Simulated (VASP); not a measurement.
# HfN (Imm2) in VASP: further runs, part 2 of 2

VASP 6.6.1. The steps go on from the part before.

### Step 3. Single point, r2SCAN

The input, POSCAR:

```
HfN
1.0
    0.0000000000      2.2590000000      2.2590000000
    2.2590000000      0.0000000000      2.2590000000
    2.2590000000      2.2590000000      0.0000000000
Hf N
1 1
Direct
    0.0000000000      0.0000000000      0.0000000000
    0.4843491195      0.5000000000      0.5000000000
```

The input, INCAR.step1:

```
PREC     = Accurate       # precision mode
ENCUT    = 520            # plane-wave cutoff, eV
ISMEAR   = 0              # smearing method
SIGMA    = 0.15           # smearing width, eV
LREAL    = False          # projectors in reciprocal space
LASPH    = True           # aspherical terms in the spheres
NELM     = 80             # most SCF steps
NBANDS   = 14             # bands
GGA      = PE             # functional
ALGO     = Normal         # electronic algorithm
EDIFF    = 1E-4           # SCF threshold, eV
LWAVE    = True           # write WAVECAR
LCHARG   = False          # write CHGCAR
```

The input, INCAR.step2:

```
PREC     = Accurate       # precision mode
ENCUT    = 520            # plane-wave cutoff, eV
EDIFF    = 1E-6           # SCF threshold, eV
ISMEAR   = 0              # smearing method
SIGMA    = 0.15           # smearing width, eV
LREAL    = False          # projectors in reciprocal space
LASPH    = True           # aspherical terms in the spheres
NELM     = 80             # most SCF steps
ALGO     = Normal         # electronic algorithm
ISIF     = 2              # what is computed and relaxed
LWAVE    = False          # write WAVECAR
LCHARG   = False          # write CHGCAR
METAGGA  = R2SCAN         # meta-GGA
LMIXTAU  = True         
NBANDS   = 14             # bands
ISTART   = 1
```

The input, KPOINTS:

```
Automatic mesh
0
Gamma
  18 18 18
```

Potentials or basis: VASP PAW PBE potentials, release 64 (Hf_pv, N).

Started as:

```console
$ cat potpaw_PBE.64/Hf_pv/POTCAR potpaw_PBE.64/N/POTCAR > POTCAR
$ cp INCAR.step1 INCAR
$ mpirun -np 1 vasp_std > vasp.out
$ cp INCAR.step2 INCAR
$ mpirun -np 1 vasp_std > vasp.out
```

OUTCAR:

```text
PREC = Accurate
   ENCUT = 520
   EDIFF = 1E-6
   ISMEAR = 0
   LREAL = False
   LASPH = True
   NELM = 80
   ISIF = 2
   METAGGA = R2SCAN
   ISTART = 1

 ion  position               nearest neighbor table
   1  0.000  0.000  0.000-   2 2.22   2 2.22   2 2.26   2 2.26   2 2.29   2 2.29
   2  0.484  0.500  0.500-   1 2.22   1 2.22   1 2.26   1 2.26   1 2.29   1 2.29

  LATTYP: Found a face centered cubic cell.
 ALAT       =     4.5180000000

  Lattice vectors:

 A1 = (   0.0000000000,   2.2590000000,   2.2590000000)
 A2 = (   2.2590000000,   0.0000000000,   2.2590000000)
 A3 = (   2.2590000000,   2.2590000000,   0.0000000000)

Analysis of symmetry for initial positions (statically):
=====================================================================
 Subroutine PRICEL returns:
 Original cell was already a primitive cell.

 Routine SETGRP: Setting up the symmetry group for a
 face centered cubic supercell.

 Subroutine GETGRP returns: Found  4 space group operations
 (whereof  4 operations were pure point group operations)
 out of a pool of 48 trial point group operations.

The static configuration has the point symmetry C_2v.

Analysis of symmetry for dynamics (positions and initial velocities):
=====================================================================
 Subroutine PRICEL returns:
 Original cell was already a primitive cell.

 Routine SETGRP: Setting up the symmetry group for a
 face centered cubic supercell.

 Subroutine GETGRP returns: Found  4 space group operations
 (whereof  4 operations were pure point group operations)
 out of a pool of 48 trial point group operations.

The dynamic configuration has the point symmetry C_2v.

 Subroutine INISYM returns: Found  4 space group operations
 (whereof  4 operations are pure point group operations),
 and found     1 'primitive' translations

----------------------------------------------------------------------------------------

                                     Primitive cell
[... 115 lines left out ...]
   LORBIT       =      0    0 simple, 1 ext, 2 COOP (PROOUT), +10 PAW based schemes
   METAGGA = R2SCAN    functional components
   LHFCALC =     F    Hartree Fock is set to
   AEXX    =    0.0000 exact exchange contribution
   IVDW    =     0    specifies the selected vdW correction
   LEPSILON=     F    determine dielectric tensor
   LRPA    =     F    only Hartree local field effects (RPA)
 non-spin polarized calculation
 Gauss-broadening in eV      SIGMA  =   0.15
  energy-cutoff  :      520.00
  volume of cell :       23.06
 maximum number of plane-waves:       636
   NGX = 11   NGY = 11   NGZ = 11

 number of electron      15.0000000 magnetization

 Free energy of the ion-electron system (eV)
  ---------------------------------------------------
  ext. energy  EPLUGINS =         0.00000000
  ---------------------------------------------------
  free energy    TOTEN  =       -58.22367976 eV

  energy without entropy =      -58.21673348  energy(sigma->0) =      -58.22020662

 E-fermi :   8.5188     XC(G=0): -13.5612

 val. band max:        8.5175067358   @ k =   0.0000   0.0556   0.0556
 cond. band min:       8.5700532959   @ k =  -0.1667  -0.0556  -0.0556
 fundamental gap:      0.0525465600
 Fermi energy:         8.5187730821

 k-point     1 :       0.0000    0.0000    0.0000
  band No.  band energies     occupation
      1     -24.0045      2.00000
      2     -24.0023      2.00000
      3     -24.0013      2.00000
      4     -10.1701      2.00000
      5       5.0577      2.00000
      6       5.0645      2.00000
      7       5.0714      2.00000
      8       8.1934      1.99784
      9       8.2401      1.99140
     10       8.2421      1.99090
     11      10.5586      0.00000
     12      10.5858      0.00000
     13      10.5864      0.00000
     14      18.5700      0.00000
[... 377 lines left out ...]
      1     -24.1018      2.00000
      2     -24.0231      2.00000
      3     -24.0159      2.00000
      4      -9.9176      2.00000
      5       3.8349      2.00000
      6       4.6251      2.00000
      7       4.7065      2.00000
      8       7.9788      2.00000
      9       8.8013      0.00773
     10       8.8480      0.00191
     11      10.9144      0.00000
     12      10.9670      0.00000
     13      12.1631      0.00000
     14      19.4436      0.00000

 [... further k-points ...]
[... 5 lines left out ...]
  --------------------------------------------------------------------------------------
  -------------------------------------------------------------------------------------
  Total       -0.1767807     -0.1084037     -0.1084037      0.0000000     -0.0076441      0.0000000
  in kB      -12.2847605     -7.5331378     -7.5331378      0.0000000     -0.5312012      0.0000000
  external PRESSURE =      -9.1170120 kB  Pullay stress =       0.0000000 kB

 VOLUME and BASIS-vectors are now :
 -----------------------------------------------------------------------------
  energy-cutoff  :      520.00
  volume of cell :       23.06
      direct lattice vectors                 reciprocal lattice vectors
     0.000000000  2.259000000  2.259000000    -0.221336875  0.221336875  0.221336875
     2.259000000  0.000000000  2.259000000     0.221336875 -0.221336875  0.221336875
     2.259000000  2.259000000  0.000000000     0.221336875  0.221336875 -0.221336875

 POSITION                                       TOTAL-FORCE (eV/Angst)
 -----------------------------------------------------------------------------------
      0.00000      0.00000      0.00000         0.000000     -0.413483     -0.413483
      2.25900      2.22364      2.22364        -0.000000      0.413483      0.413483
 -----------------------------------------------------------------------------------
    total drift:                                0.000000     -0.001689     -0.001689

  FREE ENERGIE OF THE ION-ELECTRON SYSTEM (eV)
  ---------------------------------------------------
  free  energy   TOTEN  =       -58.2236797628 eV

  energy  without entropy=      -58.2167334752  energy(sigma->0) =      -58.22020662
```

OSZICAR.step1:

```text
N       E                     dE             d eps       ncg     rms          rms(c)
DAV:   1     0.385298812597E+02    0.38530E+02   -0.77940E+03 24316   0.101E+03
DAV:   2    -0.227338864696E+02   -0.61264E+02   -0.57217E+02 32024   0.236E+02
DAV:   3    -0.247427575309E+02   -0.20089E+01   -0.19991E+01 27880   0.350E+01
DAV:   4    -0.247501886253E+02   -0.74311E-02   -0.74300E-02 28882   0.249E+00
DAV:   5    -0.247502353002E+02   -0.46675E-04   -0.46674E-04 27994   0.169E-01    0.492E+01
DAV:   6    -0.218478606001E+02    0.29024E+01   -0.82350E+00 26722   0.222E+01    0.417E+01
DAV:   7    -0.217701132069E+02    0.77747E-01   -0.45578E-01 30898   0.604E+00    0.266E+01
DAV:   8    -0.217485022451E+02    0.21611E-01   -0.10647E-01 28084   0.283E+00    0.604E+00
DAV:   9    -0.217429370842E+02    0.55652E-02   -0.15152E-02 27058   0.996E-01    0.196E+00
DAV:  10    -0.217428618675E+02    0.75217E-04   -0.10405E-03 32460   0.312E-01    0.441E-01
DAV:  11    -0.217428300618E+02    0.31806E-04   -0.67356E-05 16148   0.839E-02
   1 F= -.21742830E+02 E0= -.21739193E+02  d E =-.727487E-02
```

Run time: 17 min. Hardware: 1 thread of Oxide Virtual Turin-like, shared host; peak memory 0.36 GiB.

Results:

```
Free energy            : -58.2237 eV
Pressure               : -0.9 GPa
Largest force          : 0.585 eV/Å
Band gap on the k mesh : zero (an odd number of electrons rules out a gap without spin polarisation)
```

Forces in eV/Å, atoms in the order of the input:
```
Hf   0.000 -0.413 -0.413
N    0.000  0.413  0.413
```

Levels at points of the mesh, in eV from the Fermi level:
| k point | band 4 | band 5 | band 6 | band 7 | band 8 | band 9 | band 10 | band 11 | band 12 | band 13 |
| --- | --- | --- | --- | --- | --- | --- | --- | --- | --- | --- |
| (0.00, 0.00, 0.00) | -18.69 | -3.46 | -3.45 | -3.45 | -0.33 | -0.28 | -0.28 | 2.04 | 2.07 | 2.07 |
| (0.50, 0.00, 0.00) | -16.01 | -9.33 | -6.64 | -6.64 | 3.39 | 3.79 | 3.79 | 4.64 | 9.07 | 9.10 |
| (0.00, 0.50, 0.00) | -16.01 | -9.33 | -6.63 | -6.62 | 3.39 | 3.76 | 3.79 | 4.62 | 9.05 | 9.09 |
| (0.50, 0.50, 0.00) | -17.63 | -5.92 | -4.30 | -4.13 | -3.70 | 4.16 | 5.57 | 5.57 | 5.80 | 8.39 |
| (0.00, 0.50, 0.50) | -17.63 | -5.93 | -4.40 | -4.13 | -3.59 | 4.16 | 5.57 | 5.57 | 5.80 | 8.51 |

Caveat: the cell differs from its parent crystal (all N atoms moved +0.050 Å, as atom 2 towards its neighbour atom 2 (N) at 3.195 Å); the PAW data sets were made with another functional, which shifts forces and pressure a little; spin-orbit coupling is left out, which moves the levels of the heavy elements; an odd number of electrons without spin polarisation forces a metal; a magnetic or distorted state may lie lower.

The gap in the log of VASP goes by the Fermi energy; the results here count the filled bands.